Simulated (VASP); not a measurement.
The system is In3As.

```
In As
1.0
     3.61759    0.00000    0.00000
     0.00000    3.61759    0.00000
     0.00000    0.00000    8.91576
In As
3 1
Direct
  0.50000 0.50000 0.20619
  0.50000 0.50000 0.79381
  0.00000 0.00000 0.00000
  0.50000 0.50000 0.50000
```

* Program: VASP 6.6.1
* Task: relaxation of cell and atoms
* Functional: PBE
* Potentials or basis: VASP PAW PBE potentials, release 64 (In_d, As)
* Cutoff: 600 eV
* k mesh: 6 × 6 × 2
* Occupations: gaussian, width 0.1 eV
* Spin: no spin polarisation

At the start: pressure 1.3 GPa; volume 29.17 Å³/atom.

Task: Where does the relaxation end?

Result: Over 22 steps the energy falls by 240.3 meV/atom and the volume is 26.24 Å³/atom (-10.0 %); space group P4/mmm (No. 123, to 0.05 Å).

The path:
| step | energy change (eV) | largest force (eV/Å) | pressure (GPa) | volume (Å³) |
| --- | --- | --- | --- | --- |
| 1 | 0.0000 | 0.2162 | 1.33 | 116.68 |
| 2 | -0.0654 | 0.0991 | -0.30 | 120.79 |
| 3 | -0.0789 | 0.2964 | -1.57 | 124.39 |
| 4 | -0.1149 | 0.4608 | -1.96 | 124.25 |
| 5 | -0.1771 | 0.6769 | -2.40 | 123.40 |
| 6 | -0.2765 | 0.7337 | -1.63 | 118.74 |
| 7 | -0.4618 | 0.8689 | 1.98 | 105.17 |
| 8 | -0.5525 | 0.8336 | 1.99 | 103.84 |
| 9 | -0.7498 | 0.8039 | 2.76 | 100.03 |
| 10 | -0.0745 | 0.6270 | 11.37 | 91.32 |
| 11 | -0.7730 | 0.7066 | 3.04 | 98.62 |
| 12 | -0.8844 | 0.5064 | 0.88 | 103.01 |
| 13 | -0.9076 | 0.3983 | -0.16 | 105.27 |
| 14 | -0.9006 | 0.1708 | -1.76 | 109.88 |
| 15 | -0.9178 | 0.2950 | -0.66 | 106.78 |
| 16 | -0.9512 | 0.1707 | -0.56 | 106.34 |
| 17 | -0.9552 | 0.0983 | -0.46 | 106.12 |
| 18 | -0.9588 | 0.0744 | 0.00 | 104.93 |
| 19 | -0.9591 | 0.0647 | 0.20 | 104.43 |
| 20 | -0.9603 | 0.0553 | 0.11 | 104.61 |
| 21 | -0.9605 | 0.0492 | 0.04 | 104.73 |
| 22 | -0.9611 | 0.0199 | -0.06 | 104.96 |

Final structure:
```
In As
1.0
     3.03528    0.00000    0.00000
     0.00000    3.03528    0.00000
     0.00000    0.00000   11.39299
In As
3 1
Direct
  0.50000 0.50000 0.24205
  0.50000 0.50000 0.75795
  0.00000 0.00000 0.00000
  0.50000 0.50000 0.50000
```
